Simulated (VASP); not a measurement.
# VH2 (Fm-3m) in VASP: further runs, part 2 of 2

VASP 6.6.1. The steps go on from the part before.

### Step 3. Single point, PBEsol, collinear spin, ferromagnetic start

This run uses another cell than the first one, of 5.87 Å³/atom, 1.023 times its volume.

The input, INCAR:

```
SYSTEM = VH2
  PREC = Accurate
  ENCUT = 520
  EDIFF = 1E-7
  ISMEAR = -1
  SIGMA = 0.1
  LREAL = .False.
  LASPH = .True.
  NELM = 150
  ALGO = Normal
  ISIF = 2
  LWAVE = .False.
  LCHARG = .False.
  ISPIN = 2
  MAGMOM = 2 0 0
  LORBIT = 11
  LMAXMIX = 4
  GGA = PS
  NBANDS = 18
```

The input, KPOINTS:

```
Automatic mesh
0
Gamma
  11 11 11
  0 0 0
```

The input, POSCAR:

```
VH2
1.0
    2.9209063514      0.0000000000      0.0000000000
    1.4604531757      2.5295791024      0.0000000000
    1.4604531757      0.8431930341      2.3849100491
V H
1 2
Direct
    0.0000000000      0.0000000000      0.0000000000
    0.2500000000      0.2500000000      0.2500000000
    0.7500000000      0.7500000000      0.7500000000
```

Potentials or basis: VASP PAW PBE potentials, release 64 (V_sv, H).

Launch:

```
> cat potpaw_PBE.64/V_sv/POTCAR potpaw_PBE.64/H/POTCAR > POTCAR
> mpirun -np 1 vasp_std > vasp.out
```

OUTCAR:

```text
SYSTEM = VH2
   PREC = Accurate
   ENCUT = 520
   EDIFF = 1E-7
   ISMEAR = -1
   LREAL = .False.
   LASPH = .True.
   NELM = 150
   ISIF = 2
   ISPIN = 2
   LORBIT = 11
   GGA = PS

 ion  position               nearest neighbor table
   1  0.000  0.000  0.000-   3 1.79   2 1.79   3 1.79   2 1.79   3 1.79   2 1.79   2 1.79   3 1.79

   2  0.250  0.250  0.250-   1 1.79   1 1.79   1 1.79   1 1.79
   3  0.750  0.750  0.750-   1 1.79   1 1.79   1 1.79   1 1.79

  LATTYP: Found a face centered cubic cell.
 ALAT       =     4.1307853766

  Lattice vectors:

 A1 = (   2.9209063514,   0.0000000000,   0.0000000000)
 A2 = (   1.4604531757,   2.5295791024,   0.0000000000)
 A3 = (   1.4604531757,   0.8431930341,   2.3849100491)

[... 1228 lines left out ...]
  volume of cell :       17.62
      direct lattice vectors                 reciprocal lattice vectors
     2.920906351  0.000000000  0.000000000     0.342359487 -0.197661342 -0.139767675
     1.460453176  2.529579102  0.000000000     0.000000000  0.395322684 -0.139767675
     1.460453176  0.843193034  2.384910049     0.000000000  0.000000000  0.419303026

 POSITION                                       TOTAL-FORCE (eV/Angst)
 -----------------------------------------------------------------------------------
      0.00000      0.00000      0.00000        -0.000000     -0.000000     -0.000000
      1.46045      0.84319      0.59623        -0.000000      0.000000      0.000000
      4.38136      2.52958      1.78868         0.000000     -0.000000      0.000000
 -----------------------------------------------------------------------------------
    total drift:                                0.000000     -0.000000     -0.000000

  FREE ENERGIE OF THE ION-ELECTRON SYSTEM (eV)
  ---------------------------------------------------
  free  energy   TOTEN  =       -17.0972502706 eV

  energy  without entropy=      -17.0535633220  energy(sigma->0) =      -17.07540680

 total charge

# of ion       s       p       d       tot
------------------------------------------
    1        2.233   6.259   3.261  11.754
    2        0.587   0.032   0.000   0.619
    3        0.587   0.032   0.000   0.619
--------------------------------------------------
tot          3.407   6.323   3.261  12.991

 magnetization (x)

# of ion       s       p       d       tot
------------------------------------------
    1        0.000   0.000   0.000   0.000
    2       -0.000  -0.000   0.000  -0.000
    3       -0.000  -0.000   0.000  -0.000
--------------------------------------------------
tot         -0.000   0.000   0.000   0.000
```

OSZICAR:

```text
N       E                     dE             d eps       ncg     rms          rms(c)
DAV:   1     0.109578271530E+03    0.10958E+03   -0.72712E+03  4072   0.891E+02
DAV:   2    -0.165451885399E+02   -0.12612E+03   -0.11982E+03  4162   0.282E+02
DAV:   3    -0.191554267752E+02   -0.26102E+01   -0.25875E+01  4444   0.435E+01
DAV:   4    -0.191655747743E+02   -0.10148E-01   -0.10147E-01  4476   0.290E+00
DAV:   5    -0.191656444543E+02   -0.69680E-04   -0.69679E-04  4362   0.227E-01    0.291E+01
DAV:   6    -0.171218524254E+02    0.20438E+01   -0.25299E+00  4130   0.282E+01    0.519E+00
DAV:   7    -0.171065194450E+02    0.15333E-01   -0.26037E-01  4166   0.421E+00    0.377E+00
DAV:   8    -0.170985092058E+02    0.80102E-02   -0.15103E-02  4356   0.135E+00    0.225E+00
DAV:   9    -0.170965305250E+02    0.19787E-02   -0.54054E-03  4294   0.741E-01    0.474E-01
DAV:  10    -0.170971063479E+02   -0.57582E-03   -0.12278E-03  4198   0.377E-01    0.234E-01
DAV:  11    -0.170972497947E+02   -0.14345E-03   -0.15009E-04  4210   0.118E-01    0.287E-02
DAV:  12    -0.170972496459E+02    0.14883E-06   -0.93613E-06  4306   0.267E-02    0.929E-03
DAV:  13    -0.170972502448E+02   -0.59896E-06   -0.61753E-07  4262   0.885E-03    0.472E-03
DAV:  14    -0.170972502706E+02   -0.25761E-07   -0.55053E-08  3292   0.242E-03
   1 F= -.17097250E+02 E0= -.17075407E+02  d E =-.436869E-01  mag=    -0.0002
```

stdout:

```text
POSCAR found type information on POSCAR V H
 POSCAR found :  2 types and       3 ions
 scaLAPACK will be used
 -----------------------------------------------------------------------------
|                                                                             |
|                                                                             |
|     You enforced a specific xc type in the INCAR file but a different       |
|     I HOPE YOU KNOW WHAT YOU ARE DOING!                                     |
|                                                                             |
 -----------------------------------------------------------------------------

 LDA part: xc-table for (Slater+PW92), standard interpolation
 POSCAR, INCAR and KPOINTS ok, starting setup
 FFT: planning ... GRIDC
 FFT: planning ... GRID_SOFT
 FFT: planning ... GRID
 WAVECAR not read
 entering main loop
```

It used 55 s of CPU time on 1 thread of AMD EPYC 7R13 Processor (Zen 3) (shared host).

Results:

```yaml
Free_energy: -17.0973 eV
Pressure: 5.2 GPa
Net_moment: 0.00 μB per cell
Valence_electrons_inside_the_program's_atomic_spheres: V 11.75; H 0.62
```

Caveat: the PAW data sets were made with another functional, which shifts forces and pressure a little.

### Step 4. Single point, PBEsol, collinear spin, ferromagnetic start

This run uses another cell than the first one, of 6.02 Å³/atom, 1.049 times its volume.

The input, INCAR:

```
SYSTEM = VH2
ALGO = Normal
EDIFF = 1E-6
ENCUT = 520
GGA = PS
ISIF = 2
ISMEAR = -1
ISPIN = 2
LASPH = .TRUE.
LCHARG = .FALSE.
LMAXMIX = 4
LORBIT = 11
LREAL = .FALSE.
LWAVE = .FALSE.
MAGMOM = 2 0 0
NBANDS = 18
NELM = 150
PREC = Accurate
SIGMA = 0.1
```

The input, KPOINTS:

```
k-points
0
G
  11 11 11
  0 0 0
```

The input, POSCAR:

```
VH2
1.0
    2.9456803865      0.0000000000      0.0000000000
    1.4728401932      2.5510340461      0.0000000000
    1.4728401932      0.8503446820      2.4051379641
V H
1 2
Direct
    0.0000000000      0.0000000000      0.0000000000
    0.2500000000      0.2500000000      0.2500000000
    0.7500000000      0.7500000000      0.7500000000
```

Launch:

```
> cat potpaw_PBE.64/V_sv/POTCAR potpaw_PBE.64/H/POTCAR > POTCAR
> mpirun -np 1 vasp_std > vasp.out
```

It used 74 s of CPU time on 1 thread of AMD EPYC 7R13 Processor (Zen 3), with other jobs on the host.

Results (log left out):

```
Free energy                                           : -17.1053 eV
Pressure                                              : 0.0 GPa
Net moment                                            : 0.00 μB per cell
Valence electrons inside the program's atomic spheres : V 11.71; H 0.61
```

Levels at points of the mesh, in eV from the Fermi level:
Spin up:
```tsv
k point	band 5	band 6	band 7	band 8	band 9	band 10	band 11	band 12
(0.00, 0.00, 0.00)	-11.75	-1.03	-1.03	-1.03	0.83	0.83	1.35	16.46
```
Spin down:
```
           k point  band 5  band 6  band 7  band 8  band 9  band 10  band 11  band 12
(0.00, 0.00, 0.00)  -11.75   -1.03   -1.03   -1.03    0.83     0.83     1.35    16.45
```

Caveat: the PAW data sets were made with another functional, which shifts forces and pressure a little.

### Step 5. Single point, PBEsol, collinear spin, ferromagnetic start

This run uses another cell than the first one, of 5.96 Å³/atom, 1.039 times its volume.

The input, INCAR:

```
  ALGO = Normal
  EDIFF = 1E-6
  ENCUT = 520
  GGA = PS
  ISIF = 2
  ISMEAR = -1
  ISPIN = 2
  LASPH = True
  LCHARG = True
  LELF = True
  LMAXMIX = 4
  LORBIT = 11
  LREAL = False
  LVHAR = True
  LWAVE = False
  MAGMOM = 2 0 0
  NBANDS = 18
  NELM = 150
  PREC = Accurate
  SIGMA = 0.1
```

The input, KPOINTS:

```
k-points
0
Gamma
  11 11 11
```

The input, POSCAR:

```
VH2
1.0
    2.9355514522      0.0000000000      0.0000000000
    1.4677757261      2.5422621317      0.0000000000
    1.4677757261      0.8474207106      2.3968677238
V H
1 2
Direct
    0.0000000000      0.0000000000      0.0000000000
    0.2500000000      0.2500000000      0.2500000000
    0.7500000000      0.7500000000      0.7500000000
```

Launch:

```
> cat potpaw_PBE.64/V_sv/POTCAR potpaw_PBE.64/H/POTCAR > POTCAR
> mpirun -np 1 vasp_std > vasp.out
```

It used 52 s of CPU time on 1 thread of AMD EPYC 7R13 Processor (Zen 3) (shared host).

Results (log left out):

| Item | Value |
| --- | --- |
| Free energy | -17.1037 eV |
| Pressure | 2.0 GPa |
| Net moment | 0.00 μB per cell |
| Valence electrons inside the program's atomic spheres | V 11.73; H 0.61 |

Levels at points of the mesh, in eV from the Fermi level:
Spin up:
```csv
k point,band 4,band 5,band 6,band 7,band 8,band 9,band 10,band 11,band 12,band 13
"(0.00, 0.00, 0.00)",-38.02,-11.82,-1.05,-1.05,-1.05,0.84,0.84,1.36,16.55,17.81
```
Spin down:
```
           k point  band 4  band 5  band 6  band 7  band 8  band 9  band 10  band 11  band 12  band 13
(0.00, 0.00, 0.00)  -38.02  -11.81   -1.04   -1.04   -1.04    0.84     0.84     1.36    16.55    17.81
```

Caveat: the PAW data sets were made with another functional, which shifts forces and pressure a little.

### Step 6. Single point, PBEsol, collinear spin, ferromagnetic start

This run uses another cell than the first one, of 6.09 Å³/atom, 1.061 times its volume.

The input, INCAR:

```
SYSTEM = VH2
PREC = Accurate ; ENCUT = 520
EDIFF = 1E-6 ; ISMEAR = -1
SIGMA = 0.1 ; LREAL = .False.
LASPH = .True. ; NELM = 150
ALGO = Normal ; ISIF = 2
LWAVE = .False. ; LCHARG = .True.
ISPIN = 2 ; MAGMOM = 2 0 0
LORBIT = 11 ; LMAXMIX = 4
GGA = PS ; LELF = .True.
LVHAR = .True. ; NBANDS = 18
```

The input, KPOINTS:

```
Automatic mesh
0
Gamma
  11 11 11
  0 0 0
```

The input, POSCAR:

```
VH2
1.0
    2.9562925043      0.0000000000      0.0000000000
    1.4781462521      2.5602244097      0.0000000000
    1.4781462521      0.8534081366      2.4138027220
V H
1 2
Direct
    0.0000000000      0.0000000000      0.0000000000
    0.2500000000      0.2500000000      0.2500000000
    0.7500000000      0.7500000000      0.7500000000
```

Potentials or basis: VASP PAW PBE potentials, release 64 (V_sv, H).

Launch:

```
> cat potpaw_PBE.64/V_sv/POTCAR potpaw_PBE.64/H/POTCAR > POTCAR
> mpirun -np 1 vasp_std > vasp.out
```

It used 79 s of CPU time on 1 thread of AMD EPYC 7R13 Processor (Zen 3), with other jobs on the host.

It converged, with:

| Item | Value |
| --- | --- |
| Free energy | -17.1045 eV |
| Pressure | -2.0 GPa |
| Net moment | 0.00 μB per cell |
| Valence electrons inside the program's atomic spheres | V 11.69; H 0.61 |

Levels at points of the mesh, in eV from the Fermi level:
Spin up:
```csv
k point,band 4,band 5,band 6,band 7,band 8,band 9,band 10,band 11,band 12,band 13
"(0.00, 0.00, 0.00)",-38.04,-11.68,-1.02,-1.02,-1.02,0.82,0.82,1.34,16.36,17.62
```
Spin down:
| k point | band 5 | band 6 | band 7 | band 8 | band 9 | band 10 | band 11 | band 12 |
| --- | --- | --- | --- | --- | --- | --- | --- | --- |
| (0.00, 0.00, 0.00) | -11.68 | -1.02 | -1.02 | -1.02 | 0.82 | 0.82 | 1.34 | 16.35 |

Caveat: the PAW data sets were made with another functional, which shifts forces and pressure a little.

### Step 7. Overview

```tsv
cell	gap on the mesh (eV)	pressure (GPa)	moment (μB)
a = 2.899 Å, angles 60.0°, 3 atoms	none	10.2	0.00
a = 2.921 Å, angles 60.0°, 3 atoms	none	5.2	0.00
a = 2.946 Å, angles 60.0°, 3 atoms	none	0.0	0.00
a = 2.936 Å, angles 60.0°, 3 atoms	none	2.0	0.00
a = 2.956 Å, angles 60.0°, 3 atoms	none	-2.0	0.00
```

Alike in all rows: task single point; level PBEsol; potentials or basis VASP PAW PBE potentials, release 64 (V_sv, H); spin collinear, ferromagnetic start; k mesh 11 × 11 × 11; cutoff (eV) 520; smearing fermi-dirac 0.1 eV.

Caveats: the PAW data sets were made with another functional, which shifts forces and pressure a little.

Absolute energies hang on the potentials; compare differences alone.
